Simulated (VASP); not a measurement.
The system is Cd3O2.

```
CELL_PARAMETERS angstrom
5.39230 0.00000 0.00000
-2.69615 4.66987 0.00000
0.00000 0.00000 7.86376
ATOMIC_POSITIONS crystal
Cd 0.00000 0.00000 0.36883
Cd 0.00000 0.00000 0.63117
Cd 0.33333 0.66667 0.00000
Cd 0.66667 0.33333 0.00000
Cd 0.33333 0.66667 0.50000
Cd 0.66667 0.33333 0.50000
O 0.33333 0.66667 0.24802
O 0.33333 0.66667 0.75198
O 0.66667 0.33333 0.75198
O 0.66667 0.33333 0.24802
```

The cell was generated, and may not be a known phase.

* Program: VASP 6.6.1
* Task: relaxation of cell and atoms
* Functional: PBE
* Potentials or basis: VASP PAW PBE potentials, release 64 (Cd_sv_GW, O)
* Cutoff: 700 eV
* k mesh: 4 × 4 × 2
* Occupations: gaussian, width 0.2 eV
* Spin: no spin polarisation

At the start: pressure 12.0 GPa; volume 19.80 Å³/atom.

**Question.** How do energy, volume and symmetry change on relaxing?

**Answer.** Over 13 steps the energy falls by 356.1 meV/atom and the volume is 21.02 Å³/atom (+6.1 %); space group P6/mmm (No. 191, to 0.1 Å) before and after.

The path:
| step | energy change (eV) | largest force (eV/Å) | pressure (GPa) | volume (Å³) |
| --- | --- | --- | --- | --- |
| 1 | 0.0000 | 13.8349 | 12.05 | 198.02 |
| 2 | -0.2854 | 0.2813 | -10.46 | 241.96 |
| 3 | -1.3935 | 0.3072 | -9.32 | 232.84 |
| 4 | -2.1564 | 0.2113 | -8.00 | 226.08 |
| 5 | -3.1666 | 0.8397 | -3.00 | 211.92 |
| 6 | -3.1728 | 1.3564 | -1.55 | 209.35 |
| 7 | -3.1811 | 1.1209 | -2.17 | 210.39 |
| 8 | -3.4102 | 0.9831 | 1.43 | 203.76 |
| 9 | -3.4107 | 0.9734 | 1.68 | 203.38 |
| 10 | -3.5170 | 0.4194 | 0.95 | 205.87 |
| 11 | -3.5549 | 0.2657 | 0.13 | 209.44 |
| 12 | -3.5552 | 0.2531 | 0.17 | 209.22 |
| 13 | -3.5613 | 0.0445 | -0.03 | 210.16 |

Final structure:
```
Cd O
1.0
     5.50546    0.00000    0.00000
    -2.75273    4.76787    0.00000
     0.00000    0.00000    8.00641
Cd O
6 4
Cartesian
  0.0000 0.0000 2.4749
  0.0000 0.0000 5.5315
  0.0000 3.1786 0.0000
  2.7527 1.5893 0.0000
  0.0000 3.1786 4.0032
  2.7527 1.5893 4.0032
  0.0000 3.1786 1.9957
  0.0000 3.1786 6.0107
  2.7527 1.5893 6.0107
  2.7527 1.5893 1.9957
```

Caveat: the relaxation stopped at a loose force limit of 0.08 eV/Å, so its end isn't a converged minimum.
